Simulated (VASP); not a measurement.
# C in VASP: relaxation of the atoms with PBEsol

Aim: the relaxation of the atoms of C with PBEsol.

Everything below comes from runs of VASP 6.6.1. Logs are shortened: lines on timing, memory, paths and dates and some standing lists are left out, and cuts for length are marked.

## 1. The cell of the first run

The cell holds a slab with vacuum, 14 atoms: a = 2.459 Å, b = 4.261 Å, c = 26.682 Å, α = 90.00°, β = 90.00°, γ = 90.00°.

## 2. Relaxation of the atoms, PBEsol

INCAR

```
PREC = Accurate
ENCUT = 520
EDIFF = 1E-7
ISMEAR = 0
SIGMA = 0.05
LREAL = False
LASPH = True
NELM = 120
ALGO = Normal
ISIF = 2
LWAVE = False
LCHARG = False
LDIPOL = True
IDIPOL = 3
DIPOL = 0.5 0.5 0.500
GGA = PS
IBRION = 2
NSW = 80
EDIFFG = -0.02
GGA_COMPAT = False
NELMIN = 4
NELMDL = -8
KPAR = 4
```

KPOINTS

```
regular mesh
0
Gamma
  11 6 1
```

POSCAR

```
C
1.0
    2.4588524064      0.0000000000      0.0000000000
    0.0000000000      4.2614788157      0.0000000000
    0.0000000000      0.0000000000     26.6816211282
C
14
Direct
    0.5000000000      0.3329292815      0.2810923656
    0.0000000000      0.4161283600      0.3041275240
    0.0000000000      0.5826151621      0.3502223840
    0.5000000000      0.6658142405      0.3732575424
    0.5000000000      0.8323010426      0.4193524024
    0.0000000000      0.9155001210      0.4423875608
    0.0000000000      0.0819869231      0.4884824208
    0.5000000000      0.1651860016      0.5115175792
    0.5000000000      0.3316728036      0.5576124392
    0.0000000000      0.4148718821      0.5806475976
    0.0000000000      0.5813586841      0.6267424576
    0.5000000000      0.6645577626      0.6497776160
    0.5000000000      0.8310445646      0.6958724760
    0.0000000000      0.9142436431      0.7189076344
```

Potentials or basis: VASP PAW PBE potentials, release 64 (C).

Run with:

```
> cat potpaw_PBE.64/C/POTCAR > POTCAR
> mpirun -np 4 vasp_std > vasp.out
```

OUTCAR:

```text
PREC = Accurate
   ENCUT = 520
   EDIFF = 1E-7
   ISMEAR = 0
   LREAL = False
   LASPH = True
   NELM = 120
   ISIF = 2
   GGA = PS
   IBRION = 2
   NSW = 80
   EDIFFG = -0.02
   NELMIN = 4
   NELMDL = -8

 ion  position               nearest neighbor table
   1  0.500  0.333  0.281-   2 1.42   2 1.42
   2  0.000  0.416  0.304-   1 1.42   1 1.42   3 1.42
   3  0.000  0.583  0.350-   4 1.42   4 1.42   2 1.42
   4  0.500  0.666  0.373-   3 1.42   3 1.42   5 1.42
   5  0.500  0.832  0.419-   6 1.42   6 1.42   4 1.42
   6  0.000  0.916  0.442-   5 1.42   5 1.42   7 1.42
   7  0.000  0.082  0.488-   8 1.42   8 1.42   6 1.42
   8  0.500  0.165  0.512-   7 1.42   7 1.42   9 1.42
   9  0.500  0.332  0.558-  10 1.42  10 1.42   8 1.42
  10  0.000  0.415  0.581-   9 1.42   9 1.42  11 1.42
  11  0.000  0.581  0.627-  12 1.42  12 1.42  10 1.42
  12  0.500  0.665  0.650-  11 1.42  11 1.42  13 1.42
  13  0.500  0.831  0.696-  14 1.42  14 1.42  12 1.42
  14  0.000  0.914  0.719-  13 1.42  13 1.42

  LATTYP: Found a simple orthorhombic cell.
 ALAT       =     2.4588524064
 B/A-ratio  =     1.7331169633
 C/A-ratio  =    10.8512495743

  Lattice vectors:

 A1 = (   2.4588524064,   0.0000000000,   0.0000000000)
 A2 = (   0.0000000000,   4.2614788157,   0.0000000000)
 A3 = (   0.0000000000,   0.0000000000,  26.6816211282)

Analysis of symmetry for initial positions (statically):
=====================================================================
 Subroutine PRICEL returns:
 Original cell was already a primitive cell.

 Routine SETGRP: Setting up the symmetry group for a
 simple orthorhombic supercell.

 Subroutine GETGRP returns: Found  4 space group operations
 (whereof  2 operations were pure point group operations)
 out of a pool of  8 trial point group operations.

The static configuration has the point symmetry C_1h.
 The point group associated with its full space group is C_2h.

Analysis of symmetry for dynamics (positions and initial velocities):
=====================================================================
 Subroutine PRICEL returns:
 Original cell was already a primitive cell.

 Routine SETGRP: Setting up the symmetry group for a
 simple orthorhombic supercell.

 Subroutine GETGRP returns: Found  4 space group operations
 (whereof  2 operations were pure point group operations)
 out of a pool of  8 trial point group operations.

The dynamic configuration has the point symmetry C_1h.
 The point group associated with its full space group is C_2h.

 Subroutine INISYM returns: Found  4 space group operations
 (whereof  2 operations are pure point group operations),
 and found     1 'primitive' translations

----------------------------------------------------------------------------------------

                                     Primitive cell

  volume of cell :     279.5793

  direct lattice vectors                    reciprocal lattice vectors
     2.458852406  0.000000000  0.000000000     0.406693788  0.000000000  0.000000000
     0.000000000  4.261478816  0.000000000     0.000000000  0.234660324  0.000000000
     0.000000000  0.000000000 26.681621128     0.000000000  0.000000000  0.037478982

  length of vectors
     2.458852406  4.261478816 26.681621128     0.406693788  0.234660324  0.037478982

  position of ions in fractional coordinates (direct lattice)
     0.500000000  0.332929282  0.281092366
     0.000000000  0.416128360  0.304127524
     0.000000000  0.582615162  0.350222384
     0.500000000  0.665814240  0.373257542
     0.500000000  0.832301043  0.419352402
     0.000000000  0.915500121  0.442387561
     0.000000000  0.081986923  0.488482421
     0.500000000  0.165186002  0.511517579
     0.500000000  0.331672804  0.557612439
     0.000000000  0.414871882  0.580647598
     0.000000000  0.581358684  0.626742458
     0.500000000  0.664557763  0.649777616
     0.500000000  0.831044565  0.695872476
     0.000000000  0.914243643  0.718907634

  ion indices of the primitive-cell ions
   primitive index   ion index
                 1           1
                 2           2
                 3           3
                 4           4
                 5           5
                 6           6
                 7           7
                 8           8
                 9           9
                10          10
                11          11
                12          12
                13          13
                14          14

----------------------------------------------------------------------------------------

 KPOINTS: regular mesh

Automatic generation of k-mesh.
 Grid dimensions read from file:
 generate k-points for:   11    6    1

 Generating k-lattice:

  Cartesian coordinates                     Fractional coordinates (reciprocal lattice)
     0.036972163  0.000000000  0.000000000     0.090909091  0.000000000  0.000000000
     0.000000000  0.039110054  0.000000000     0.000000000  0.166666667  0.000000000
     0.000000000  0.000000000  0.037478982     0.000000000  0.000000000  1.000000000

  Length of vectors
     0.036972163  0.039110054  0.037478982

  Shift w.r.t. Gamma in fractional coordinates (k-lattice)
     0.000000000  0.000000000  0.000000000

 Subroutine IBZKPT returns following result:
 ===========================================

 Found     24 irreducible k-points:

 Following reciprocal coordinates:
            Coordinates               Weight
  0.000000  0.000000  0.000000      1.000000
  0.090909  0.000000  0.000000      2.000000
  0.181818  0.000000  0.000000      2.000000
  0.272727  0.000000  0.000000      2.000000
  0.363636  0.000000  0.000000      2.000000
  0.454545  0.000000  0.000000      2.000000
[... 16 lines left out ...]
  0.363636  0.500000  0.000000      2.000000
  0.454545  0.500000  0.000000      2.000000
   k-points           NKPTS =     24   k-points in BZ     NKDIM =     24   number of bands    NBANDS=     36
   number of dos      NEDOS =    301   number of ions     NIONS =     14
   total plane-waves  NPLWV = 115200
   dimension x,y,z NGX =    18 NGY =   32 NGZ =  200
   dimension x,y,z NGXF=    36 NGYF=   64 NGZF=  400
   ions per type =              14
   NGX,Y,Z   is equivalent  to a cutoff of  12.17, 12.48, 12.46 a.u.
   NGXF,Y,Z  is equivalent  to a cutoff of  24.34, 24.97, 24.92 a.u.
 SYSTEM =  unknown system
   PREC   = accura    normal or accurate (medium, high low for compatibility)
   ISTART =      0    job   : 0-new  1-cont  2-samecut
   ICHARG =      2    charge: 1-file 2-atom 10-const
   ISPIN  =      1    spin polarized calculation?
   LNONCOLLINEAR =      F non collinear calculations
   LSORBIT =      F    spin-orbit coupling
   LASPH  =      T    aspherical Exc in radial PAW
   ENCUT  =  520.0 eV  38.22 Ry    6.18 a.u.   4.57  7.92 49.61*2*pi/ulx,y,z
   NELM   =    120;   NELMIN=  4; NELMDL= -8     # of ELM steps
   EDIFF  = 0.1E-06   stopping-criterion for ELM
   LREAL  =      F    real-space projection
   EDIFFG = -.2E-01   stopping-criterion for IOM
   NSW    =     80    number of steps for IOM
   IBRION =      2    ionic relax: 0-MD 1-quasi-New 2-CG
   NFREE  =      1    steps in history (QN), initial steepest desc. (CG)
   ISIF   =      2    stress and relaxation
   ISYM   =      2    0-nonsym 1-usesym 2-fastsym
   POTIM  = 0.5000    time-step for ionic-motion
   TEBEG  =    0.0;   TEEND  =   0.0 temperature during run
   PSTRESS=    0.0 pullay stress
   NELECT =      56.0000    total number of electrons
   NUPDOWN=      -1.0000    fix difference up-down
   EMIN   =  10.00;   EMAX   =-10.00  energy-range for DOS
   EFERMI =   0.00;   METHOD = LEGACY
   ISMEAR =     0;   SIGMA  =   0.05  broadening in eV -4-tet -1-fermi 0-gaus
   EFERMI_NEDOS =   21; number of points for ismear=-14 and -15
   IALGO  =     38    algorithm
   IMIX   =      4    mixing-type and parameters
     AMIX     =   0.40;   BMIX     =  1.00
     AMIX_MAG =   1.60;   BMIX_MAG =  1.00
  volume/ion in A,a.u.               =      19.97       134.76
  Fermi-wavevector in a.u.,A,eV,Ry     =   0.957861  1.810095 12.483315  0.917498
  Thomas-Fermi vector in A             =   2.086917
   LORBIT       =      0    0 simple, 1 ext, 2 COOP (PROOUT), +10 PAW based schemes
   GGA     = PS    functional components
   LHFCALC =     F    Hartree Fock is set to
   AEXX    =    0.0000 exact exchange contribution
   IVDW    =     0    specifies the selected vdW correction
   LEPSILON=     F    determine dielectric tensor
   LRPA    =     F    only Hartree local field effects (RPA)
 conjugate gradient relaxation of ions
 non-spin polarized calculation
 Gauss-broadening in eV      SIGMA  =   0.05
  energy-cutoff  :      520.00
  volume of cell :      279.58
 maximum number of plane-waves:      7632
   NGX =  9   NGY = 15   NGZ = 99

--------------------------------------- Ionic step        1  -------------------------------------------

 number of electron      56.0000014 magnetization

 Free energy of the ion-electron system (eV)
  ---------------------------------------------------
  ext. energy  EPLUGINS =         0.00000000
  ---------------------------------------------------
  free energy    TOTEN  =      -127.99511551 eV

  energy without entropy =     -127.97823891  energy(sigma->0) =     -127.98667721

------------------------ aborting loop because EDIFF is reached ----------------------------------------

  FORCE on cell =-STRESS in cart. coord.  units (eV):
  Direction    XX          YY          ZZ          XY          YZ          ZX
  --------------------------------------------------------------------------------------
  -------------------------------------------------------------------------------------
  Total        1.2173115      0.1129181      0.5641032      0.0000000      0.5394148      0.0000000
  in kB        6.9760131      0.6470964      3.2326908      0.0000000      3.0912093      0.0000000
  external PRESSURE =       3.6186001 kB  Pullay stress =       0.0000000 kB
[... 125 lines left out ...]
  FREE ENERGIE OF THE ION-ELECTRON SYSTEM (eV)
  ---------------------------------------------------
  free  energy   TOTEN  =      -128.2025380987 eV

  energy  without entropy=     -128.1938182455  energy(sigma->0) =     -128.19817817

 dipolmoment           0.000000      0.000000     -0.000000 electrons x Angstroem

[... ionic steps 4 to 21 ...]

--------------------------------------- Ionic step       22  -------------------------------------------

 number of electron      56.0000014 magnetization

------------------------ aborting loop because EDIFF is reached ----------------------------------------
[... 91 lines left out ...]
--------------------------------------- Ionic step       24  -------------------------------------------

 number of electron      56.0000014 magnetization

 dipolmoment           0.000000      0.000000      0.000000 electrons x Angstroem

 Free energy of the ion-electron system (eV)
  ---------------------------------------------------
  ext. energy  EPLUGINS =         0.00000000
  ---------------------------------------------------
  free energy    TOTEN  =      -128.21964049 eV

  energy without entropy =     -128.21168911  energy(sigma->0) =     -128.21566480

 E-fermi :  -1.1909     XC(G=0):  -5.3175

 val. band max:       -1.1925237769   @ k =   0.1818   0.1667   0.0000
 cond. band min:      -1.1845213596   @ k =   0.1818   0.1667   0.0000
 fundamental gap:      0.0080024172
 Fermi energy:        -1.1908866423

 k-point     1 :       0.0000    0.0000    0.0000
  band No.  band energies     occupation
      1     -20.7224      2.00000
      2     -20.3829      2.00000
      3     -19.7880      2.00000
      4     -18.9939      2.00000
      5     -18.0190      2.00000
      6     -16.8807      2.00000
[... 925 lines left out ...]
     35       1.9462      0.00000
     36       2.5583      0.00000

------------------------ aborting loop because EDIFF is reached ----------------------------------------

 vacuum level on the upper side and lower side of the slab       (xc-potential included)        -0.073        -0.073

  FORCE on cell =-STRESS in cart. coord.  units (eV):
  Direction    XX          YY          ZZ          XY          YZ          ZX
  --------------------------------------------------------------------------------------
  -------------------------------------------------------------------------------------
  Total        4.5953676     -0.1317560     -0.2174472      0.0000000      0.0654967      0.0000000
  in kB       26.3345457     -0.7550503     -1.2461185      0.0000000      0.3753402      0.0000000
  external PRESSURE =       8.1111257 kB  Pullay stress =       0.0000000 kB
[... 29 lines left out ...]
  FREE ENERGIE OF THE ION-ELECTRON SYSTEM (eV)
  ---------------------------------------------------
  free  energy   TOTEN  =      -128.2196404887 eV

  energy  without entropy=     -128.2116891113  energy(sigma->0) =     -128.21566480

 reached required accuracy - stopping structural energy minimisation

 vacuum level on the upper side and lower side of the slab         4.609         4.609
```

Wall time 14 min (4 MPI ranks of Intel Xeon Platinum 8375C at 2.90GHz (Ice Lake), shared host); peak memory 0.44 GiB.

Results:

```
Free energy                  : -128.2196 eV
Energy gained by relaxing    : 16.0 meV/atom
Ionic steps                  : 24
Largest force after relaxing : 0.016 eV/Å
Band gap on the k mesh       : zero (bands 28 and 29 overlap by 0.57 eV)
```

Forces on the atoms (eV/Å):
```
C    0.000  0.002  0.016
C    0.000 -0.015 -0.002
C    0.000 -0.001  0.002
C    0.000 -0.001 -0.007
C    0.000  0.008 -0.005
C    0.000  0.011  0.007
C    0.000  0.007  0.008
C    0.000 -0.007 -0.008
C    0.000 -0.011 -0.007
C    0.000 -0.008  0.005
C    0.000  0.001  0.007
C    0.000  0.001 -0.002
C    0.000  0.015  0.002
C    0.000 -0.002 -0.016
```

Step by step:
```tsv
step	energy change (eV)	largest force (eV/Å)	pressure (GPa)
1	0.0000	2.8429	0.36
2	0.3445	3.3406	2.23
3	-0.2074	0.6808	0.76
4	-0.2075	0.7242	0.78
5	-0.1921	0.9469	1.14
6	-0.2202	0.2344	0.91
7	-0.2195	0.4358	1.01
8	-0.2227	0.1209	0.95
9	-0.2232	0.2034	0.98
10	-0.2234	0.0904	0.97
11	-0.2238	0.0284	0.98
12	-0.2238	0.0268	0.98
13	-0.2239	0.0272	0.97
14	-0.2239	0.0591	0.96
15	-0.2240	0.0576	0.95
16	-0.2240	0.0532	0.94
17	-0.2242	0.0445	0.92
18	-0.2243	0.0338	0.88
19	-0.2243	0.0378	0.86
20	-0.2244	0.0283	0.85
21	-0.2244	0.0260	0.83
22	-0.2245	0.0212	0.82
23	-0.2245	0.0240	0.81
24	-0.2245	0.0159	0.81
```

Final structure:
```cif
data_structure
_symmetry_space_group_name_H-M 'P 1'
_symmetry_Int_Tables_number 1
_cell_length_a 2.4589
_cell_length_b 4.2615
_cell_length_c 26.6816
_cell_angle_alpha 90.000
_cell_angle_beta 90.000
_cell_angle_gamma 90.000
_cell_volume 279.58
loop_
_atom_site_label
_atom_site_type_symbol
_atom_site_fract_x
_atom_site_fract_y
_atom_site_fract_z
_atom_site_occupancy
C1 C 0.50000 0.33445 0.28260 1
C2 C 0.00000 0.40973 0.30239 1
C3 C 0.00000 0.58341 0.35002 1
C4 C 0.50000 0.66496 0.37265 1
C5 C 0.50000 0.83214 0.41920 1
C6 C 0.00000 0.91477 0.44216 1
C7 C 0.00000 0.08197 0.48850 1
C8 C 0.50000 0.16520 0.51150 1
C9 C 0.50000 0.33240 0.55784 1
C10 C 0.00000 0.41503 0.58080 1
C11 C 0.00000 0.58221 0.62735 1
C12 C 0.50000 0.66377 0.64998 1
C13 C 0.50000 0.83744 0.69761 1
C14 C 0.00000 0.91272 0.71740 1
```

Caveat: the PAW data sets were made with another functional, which shifts forces and pressure a little.
